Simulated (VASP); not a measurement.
# Si8NO14 (a cell with a defect) in VASP: single point with PBE

Aim: the single point of Si8NO14 (a cell with a defect) with PBE.

Program: VASP 6.6.1. These are calculated values, not measurements. Logs are shortened: lines on timing, memory, paths and dates and some standing lists are left out, and cuts for length are marked.

**1. The cell of the first run**

The cell holds a defect, 23 atoms: a = 5.908 Å, b = 5.908 Å, c = 5.331 Å, α = 90.00°, β = 90.00°, γ = 90.00°.

**2. Single point, PBE, collinear spin, ferromagnetic start**

The input, INCAR:

```
PREC     = Accurate       # precision mode
ENCUT    = 520            # plane-wave cutoff, eV
EDIFF    = 1E-6           # SCF threshold, eV
ISMEAR   = -1             # smearing method
SIGMA    = 0.05           # smearing width, eV
LREAL    = Auto         
LASPH    = T              # aspherical terms in the spheres
NELM     = 150            # most SCF steps
ALGO     = Normal         # electronic algorithm
ISIF     = 2              # what is computed and relaxed
LWAVE    = F              # write WAVECAR
LCHARG   = F              # write CHGCAR
ISPIN    = 2              # spin polarisation
MAGMOM   = 0 0 0 0 0 0 0 0 0 0 0 0 0 0 0 0 0 0 0 0 0 0 0.37 # initial moments
LORBIT   = 11             # projections on sites
GGA      = PE             # functional
NBANDS   = 82             # bands
NELECT   = 119.0
```

The input, KPOINTS:

```
regular mesh
0
Gamma
  2 2 2
```

The input, POSCAR:

```
Si8NO14
1.0
   -4.1773000000     -4.1773000000      0.0000000000
    4.1773000000     -4.1773000000      0.0000000000
    0.0000000000      0.0000000000      5.3310000000
Si O N
8 14 1
Direct
    0.4993359347      0.4999212410      0.0338566873
   -0.0006680152      0.5021898116      0.2486801726
    0.4993294712      0.4999236349      0.4635006565
   -0.0006681349      0.5011323103      0.7486803602
   -0.0006668183      0.0019102052     -0.0031181767
    0.4993321045      0.0008539008      0.2486782968
   -0.0006672971      0.0019092476      0.5004779591
    0.4993333014     -0.0200852225      0.7486782968
    0.1951974960      0.4990973835      0.0028630651
   -0.0006690925      0.1937157973      0.2486803602
    0.8034655160      0.4991007349      0.0028638154
   -0.0006644244      0.8095072176      0.2486794222
    0.1951965384      0.4990985804      0.4944965297
   -0.0006707682      0.1971397793      0.7486794222
    0.8034644388      0.4991030091      0.4944965297
   -0.0006658607      0.8055493979      0.7486803602
    0.6880622651      0.0025606253     -0.0110609642
    0.4993280349      0.7039216719      0.2486775464
    0.3106036196      0.0025694827     -0.0110628400
    0.4993324636      0.2971329567      0.2486799850
    0.6880622651      0.0025625404      0.5084183080
    0.3106031408      0.0025637373      0.5084194335
    0.4993282742      0.5571156010      0.7486788595
```

Potentials or basis: VASP PAW PBE potentials, release 64 (Si, O, N).

The run is started by

```bash
cat potpaw_PBE.64/Si/POTCAR potpaw_PBE.64/O/POTCAR potpaw_PBE.64/N/POTCAR > POTCAR
mpirun -np 1 vasp_std > vasp.out
```

OUTCAR:

```text
PREC = Accurate
   ENCUT = 520
   EDIFF = 1E-6
   ISMEAR = -1
   LREAL = Auto
   LASPH = T
   NELM = 150
   ISIF = 2
   ISPIN = 2
   LORBIT = 11
   GGA = PE
   NELECT = 119.0

 ion  position               nearest neighbor table
   1  0.499  0.500  0.034-  23 1.56  20 1.66  18 1.66  11 1.80   9 1.80   3 2.29   3 3.04
   2  0.999  0.502  0.249-  13 1.75   9 1.75  11 1.75  15 1.75  12 1.82  10 1.82   4 2.67   4 2.67

   3  0.499  0.500  0.464-  23 1.56  20 1.66  18 1.66  13 1.80  15 1.80   1 2.29   1 3.04
   4  0.999  0.501  0.749-   9 1.78  13 1.78  11 1.78  15 1.78  14 1.80  16 1.80   2 2.67   2 2.67

   5  0.999  0.002  0.997-  14 1.76  10 1.76  12 1.76  16 1.76  19 1.84  17 1.84   7 2.65   7 2.68

   6  0.499  0.001  0.249-  20 1.75  18 1.75  17 1.78  19 1.78  21 1.78  22 1.78   8 2.67   8 2.67

   7  0.999  0.002  0.500-  14 1.76  10 1.76  12 1.76  16 1.76  21 1.84  22 1.84   5 2.65   5 2.68

   8  0.499  0.980  0.749-  21 1.70  22 1.70  19 1.70  17 1.70   6 2.67   6 2.67
   9  0.195  0.499  0.003-   2 1.75   4 1.78   1 1.80
  10  0.999  0.194  0.249-   7 1.76   5 1.76   2 1.82
  11  0.803  0.499  0.003-   2 1.75   4 1.78   1 1.80
  12  0.999  0.810  0.249-   5 1.76   7 1.76   2 1.82
  13  0.195  0.499  0.494-   2 1.75   4 1.78   3 1.80
  14  0.999  0.197  0.749-   7 1.76   5 1.76   4 1.80
  15  0.803  0.499  0.494-   2 1.75   4 1.78   3 1.80
  16  0.999  0.806  0.749-   5 1.76   7 1.76   4 1.80
  17  0.688  0.003  0.989-   8 1.70   6 1.78   5 1.84
  18  0.499  0.704  0.249-   3 1.66   1 1.66   6 1.75
  19  0.311  0.003  0.989-   8 1.70   6 1.78   5 1.84
  20  0.499  0.297  0.249-   1 1.66   3 1.66   6 1.75
  21  0.688  0.003  0.508-   8 1.70   6 1.78   7 1.84
  22  0.311  0.003  0.508-   8 1.70   6 1.78   7 1.84
  23  0.499  0.557  0.749-   3 1.56   1 1.56

  LATTYP: Found a simple tetragonal cell.
 ALAT       =     5.9075943141
 C/A-ratio  =     0.9023977810

  Lattice vectors:

 A1 = (  -4.1773000000,  -4.1773000000,   0.0000000000)
 A2 = (   4.1773000000,  -4.1773000000,   0.0000000000)
 A3 = (   0.0000000000,   0.0000000000,   5.3310000000)

Analysis of symmetry for initial positions (statically):
=====================================================================
 Subroutine PRICEL returns:
 Original cell was already a primitive cell.

 Routine SETGRP: Setting up the symmetry group for a
 simple tetragonal supercell.

 Subroutine GETGRP returns: Found  2 space group operations
 (whereof  1 operations were pure point group operations)
 out of a pool of 16 trial point group operations.

The static configuration has the point symmetry C_1 .
 The point group associated with its full space group is C_1h.

Analysis of symmetry for dynamics (positions and initial velocities):
=====================================================================
 Subroutine PRICEL returns:
 Original cell was already a primitive cell.

 Routine SETGRP: Setting up the symmetry group for a
 simple tetragonal supercell.

 Subroutine GETGRP returns: Found  2 space group operations
 (whereof  1 operations were pure point group operations)
 out of a pool of 16 trial point group operations.

The dynamic configuration has the point symmetry C_1 .
 The point group associated with its full space group is C_1h.

Analysis of structural, dynamic, and magnetic symmetry:
=====================================================================
 Subroutine PRICEL returns:
 Original cell was already a primitive cell.

 Routine SETGRP: Setting up the symmetry group for a
 simple tetragonal supercell.

 Subroutine GETGRP returns: Found  2 space group operations
 (whereof  1 operations were pure point group operations)
 out of a pool of 16 trial point group operations.

The overall configuration has the point symmetry C_1 .
 The point group associated with its full space group is C_1h.

 Subroutine INISYM returns: Found  2 space group operations
[... 101 lines left out ...]
  0.500000  0.000000  0.500000      1.000000
  0.000000  0.500000  0.500000      1.000000
  0.500000  0.500000  0.500000      1.000000
   k-points           NKPTS =      8   k-points in BZ     NKDIM =      8   number of bands    NBANDS=     82
   number of dos      NEDOS =    301   number of ions     NIONS =     23
   total plane-waves  NPLWV =  92160
   dimension x,y,z NGX =    48 NGY =   48 NGZ =   40
   dimension x,y,z NGXF=    96 NGYF=   96 NGZF=   80
   ions per type =               8  14   1
   NGX,Y,Z   is equivalent  to a cutoff of  13.51, 13.51, 12.47 a.u.
   NGXF,Y,Z  is equivalent  to a cutoff of  27.02, 27.02, 24.95 a.u.
 SYSTEM =  unknown system
   PREC   = accura    normal or accurate (medium, high low for compatibility)
   ISTART =      0    job   : 0-new  1-cont  2-samecut
   ICHARG =      2    charge: 1-file 2-atom 10-const
   ISPIN  =      2    spin polarized calculation?
   LNONCOLLINEAR =      F non collinear calculations
   LSORBIT =      F    spin-orbit coupling
   LASPH  =      T    aspherical Exc in radial PAW
   ENCUT  =  520.0 eV  38.22 Ry    6.18 a.u.  10.98 10.98  9.91*2*pi/ulx,y,z
   NELM   =    150;   NELMIN=  2; NELMDL= -5     # of ELM steps
   EDIFF  = 0.1E-05   stopping-criterion for ELM
   LREAL  =      T    real-space projection
   EDIFFG = 0.1E-04   stopping-criterion for IOM
   NSW    =      0    number of steps for IOM
   IBRION =     -1    ionic relax: 0-MD 1-quasi-New 2-CG
   NFREE  =      0    steps in history (QN), initial steepest desc. (CG)
   ISIF   =      2    stress and relaxation
   ISYM   =      2    0-nonsym 1-usesym 2-fastsym
   POTIM  = 0.5000    time-step for ionic-motion
   TEBEG  =    0.0;   TEEND  =   0.0 temperature during run
   PSTRESS=    0.0 pullay stress
   NELECT =     119.0000    total number of electrons
   NUPDOWN=      -1.0000    fix difference up-down
   EMIN   =  10.00;   EMAX   =-10.00  energy-range for DOS
   EFERMI =   0.00;   METHOD = LEGACY
   ISMEAR =    -1;   SIGMA  =   0.05  broadening in eV -4-tet -1-fermi 0-gaus
   EFERMI_NEDOS =   21; number of points for ismear=-14 and -15
   IALGO  =     38    algorithm
   IMIX   =      4    mixing-type and parameters
     AMIX     =   0.40;   BMIX     =  1.00
     AMIX_MAG =   1.60;   BMIX_MAG =  1.00
  volume/ion in A,a.u.               =       8.09        54.59
  Fermi-wavevector in a.u.,A,eV,Ry     =   1.410524  2.665504 27.069852  1.989578
  Thomas-Fermi vector in A             =   2.532469
   LORBIT       =     11    0 simple, 1 ext, 2 COOP (PROOUT), +10 PAW based schemes
   GGA     = PE    functional components
   LHFCALC =     F    Hartree Fock is set to
   AEXX    =    0.0000 exact exchange contribution
   IVDW    =     0    specifies the selected vdW correction
   LEPSILON=     F    determine dielectric tensor
   LRPA    =     F    only Hartree local field effects (RPA)
 spin polarized calculation
  energy-cutoff  :      520.00
  volume of cell :      186.05
 maximum number of plane-waves:      5032
 NGX is ok and might be reduce to    48
   NGX = 21   NGY = 21   NGZ = 19

 number of electron     118.9999960 magnetization       0.0012128

 number of electron     118.9999960 magnetization      -0.0001464

 Free energy of the ion-electron system (eV)
  ---------------------------------------------------
  ext. energy  EPLUGINS =         0.00000000
  ---------------------------------------------------
  free energy    TOTEN  =      -189.87697952 eV

  energy without entropy =     -189.87436569  energy(sigma->0) =     -189.87567260

 E-fermi :   7.9794     XC(G=0): -11.9041

 val. band max:        7.7314787795   @ k =   0.5000   0.5000   0.0000
 cond. band min:       8.1986887944   @ k =   0.0000   0.5000   0.0000
 fundamental gap:      0.4672100149
 Fermi energy:         7.9793531594

 spin component 1

 k-point     1 :       0.0000    0.0000    0.0000
  band No.  band energies     occupation
      1     -14.9138      1.00000
      2     -13.4261      1.00000
      3     -12.9164      1.00000
      4     -12.6308      1.00000
      5     -12.2772      1.00000
      6     -11.5113      1.00000
[... 581 lines left out ...]
     70      17.3260      0.00000
     71      17.3805      0.00000
 Fermi energy:         7.9793531594

 spin component 2

 k-point     1 :       0.0000    0.0000    0.0000
  band No.  band energies     occupation
      1     -14.9138      1.00000
      2     -13.4261      1.00000
      3     -12.9164      1.00000
      4     -12.6308      1.00000
      5     -12.2772      1.00000
      6     -11.5113      1.00000
[... 581 lines left out ...]
     70      17.3260      0.00000
     71      17.3804      0.00000
 [bands above 71 left out]

------------------------ aborting loop because EDIFF is reached ----------------------------------------

  FORCE on cell =-STRESS in cart. coord.  units (eV):
  Direction    XX          YY          ZZ          XY          YZ          ZX
  --------------------------------------------------------------------------------------
  -------------------------------------------------------------------------------------
  Total      -11.7508532    -11.7487883     14.8706443      0.0673507      0.0000000      0.0000000
  in kB     -101.1928838   -101.1751023    128.0590743      0.5799927      0.0000000      0.0000000
  external PRESSURE =     -24.7696373 kB  Pullay stress =       0.0000000 kB

 VOLUME and BASIS-vectors are now :
 -----------------------------------------------------------------------------
  energy-cutoff  :      520.00
  volume of cell :      186.05
      direct lattice vectors                 reciprocal lattice vectors
    -4.177300000 -4.177300000  0.000000000    -0.119694540 -0.119694540  0.000000000
     4.177300000 -4.177300000  0.000000000     0.119694540 -0.119694540  0.000000000
     0.000000000  0.000000000  5.331000000     0.000000000  0.000000000  0.187582067

 POSITION                                       TOTAL-FORCE (eV/Angst)
 -----------------------------------------------------------------------------------
      0.00245     -4.17420      0.18049        -0.099710      0.098220     -0.251971
     -2.07671     -6.27231      1.32571        -0.015274      0.015369      0.000000
      0.00248     -4.17418      2.47092        -0.099710      0.098220      0.251971
     -2.08113     -6.26789      3.99122        -0.061164      0.061794      0.000000
     -4.16653     -4.18249      5.31438        -0.023540      0.023805     -0.008784
     -2.08229     -2.08943      1.32570        -0.075203      0.075386      0.000000
[... 15 lines left out ...]
     -1.28677     -1.30819      2.71038         0.033032      0.030935     -0.028052
      0.24140     -4.41308      3.99121         2.391851     -2.392488      0.000000
 -----------------------------------------------------------------------------------
    total drift:                               -0.008983      0.009564     -0.038798

  FREE ENERGIE OF THE ION-ELECTRON SYSTEM (eV)
  ---------------------------------------------------
  free  energy   TOTEN  =      -189.8769795195 eV

  energy  without entropy=     -189.8743656869  energy(sigma->0) =     -189.87567260

 total charge

# of ion       s       p       d       tot
------------------------------------------
    1        0.650   1.019   0.000   1.669
    2        0.593   0.874   0.000   1.467
    3        0.650   1.019   0.000   1.669
    4        0.569   0.828   0.000   1.397
    5        0.578   0.848   0.000   1.426
    6        0.576   0.858   0.000   1.434
[... 15 lines left out ...]
   22        1.554   3.643   0.000   5.197
   23        1.296   2.666   0.000   3.962
--------------------------------------------------
tot         27.838  61.131   0.000  88.969

 magnetization (x)

# of ion       s       p       d       tot
------------------------------------------
    1        0.000   0.000   0.000   0.000
    2        0.000  -0.000   0.000  -0.000
    3        0.000   0.000   0.000   0.000
    4       -0.000  -0.000   0.000  -0.000
    5        0.000   0.000   0.000   0.000
    6        0.000   0.000   0.000   0.000
[... 15 lines left out ...]
   22        0.000   0.000   0.000   0.000
   23       -0.000  -0.000   0.000  -0.000
--------------------------------------------------
tot          0.000  -0.000   0.000  -0.000
```

It took 2.4 min on 1 thread of Intel Xeon 6975P-C (Granite Rapids), shared host; peak memory 0.45 GiB.

What came out:

```
Free energy                                           : -189.8770 eV
Largest force                                         : 3.383 eV/Å
Net moment                                            : 0.00 μB per cell
Valence electrons inside the program's atomic spheres : Si 1.67, 1.47, 1.40, 1.43 (each value once); O 5.20, 5.21, 5.22, 5.30, 5.31 (each value once); N 3.96
```

Forces in eV/Å, atoms in the order of the input:
```
Si  -0.100  0.098 -0.252
Si  -0.015  0.015  0.000
Si  -0.100  0.098  0.252
Si  -0.061  0.062  0.000
Si  -0.024  0.024 -0.009
Si  -0.075  0.075  0.000
Si  -0.024  0.024  0.009
Si  -1.022  1.022  0.000
O   -0.190  0.112 -0.039
O   -0.006  0.005  0.000
O   -0.111  0.192 -0.040
O   -0.080  0.080  0.000
O   -0.190  0.112  0.039
O   -0.024  0.025  0.000
O   -0.111  0.192  0.040
O   -0.076  0.077  0.000
O   -0.031 -0.034  0.030
O   -0.099  0.097  0.000
O    0.033  0.031  0.028
O   -0.089  0.086  0.000
O   -0.031 -0.034 -0.030
O    0.033  0.031 -0.028
N    2.392 -2.392  0.000
```

Levels at points of the mesh, in eV from the Fermi level:
Spin up:
```csv
k point,band 55,band 56,band 57,band 58,band 59,band 60,band 61,band 62,band 63,band 64
"(0.00, 0.00, 0.00)",-1.78,-1.59,-1.29,-1.25,-0.47,0.27,3.03,5.42,5.78,6.58
"(0.50, 0.00, 0.00)",-2.12,-1.85,-1.70,-1.25,-0.51,-0.49,3.41,5.57,6.14,6.86
"(0.00, 0.50, 0.00)",-2.10,-1.73,-1.52,-1.13,-0.71,0.22,3.60,4.61,6.96,7.00
"(0.50, 0.50, 0.00)",-1.71,-1.64,-1.62,-1.31,-0.96,-0.25,3.71,4.85,7.59,7.63
"(0.00, 0.00, 0.50)",-1.40,-1.32,-1.26,-0.96,-0.81,0.41,3.90,5.64,5.69,7.00
"(0.50, 0.00, 0.50)",-1.78,-1.57,-1.17,-1.03,-0.69,-0.26,3.81,5.62,5.97,7.02
"(0.00, 0.50, 0.50)",-1.78,-1.06,-1.04,-0.97,-0.96,0.42,4.08,5.29,5.41,8.01
"(0.50, 0.50, 0.50)",-1.74,-1.40,-1.39,-1.32,-1.07,-0.27,4.05,5.21,5.72,8.51
```
Spin down:
```tsv
k point	band 56	band 57	band 58	band 59	band 60	band 61	band 62	band 63
(0.00, 0.00, 0.00)	-1.59	-1.29	-1.25	-0.47	0.27	3.03	5.42	5.78
(0.50, 0.00, 0.00)	-1.85	-1.70	-1.25	-0.51	-0.49	3.41	5.57	6.14
(0.00, 0.50, 0.00)	-1.73	-1.52	-1.13	-0.71	0.22	3.60	4.61	6.96
(0.50, 0.50, 0.00)	-1.64	-1.62	-1.31	-0.96	-0.25	3.71	4.85	7.59
(0.00, 0.00, 0.50)	-1.32	-1.26	-0.96	-0.81	0.41	3.90	5.64	5.69
(0.50, 0.00, 0.50)	-1.57	-1.17	-1.03	-0.69	-0.26	3.81	5.62	5.97
(0.00, 0.50, 0.50)	-1.06	-1.04	-0.97	-0.96	0.42	4.08	5.29	5.41
(0.50, 0.50, 0.50)	-1.40	-1.39	-1.32	-1.07	-0.27	4.05	5.21	5.72
```

Caveat: the k points lie up to 0.59 Å⁻¹ apart; the cell carries a net charge on a neutralising background, which shifts energy and pressure; the cell is charged against a uniform background, so pressure and absolute levels hang on convention.
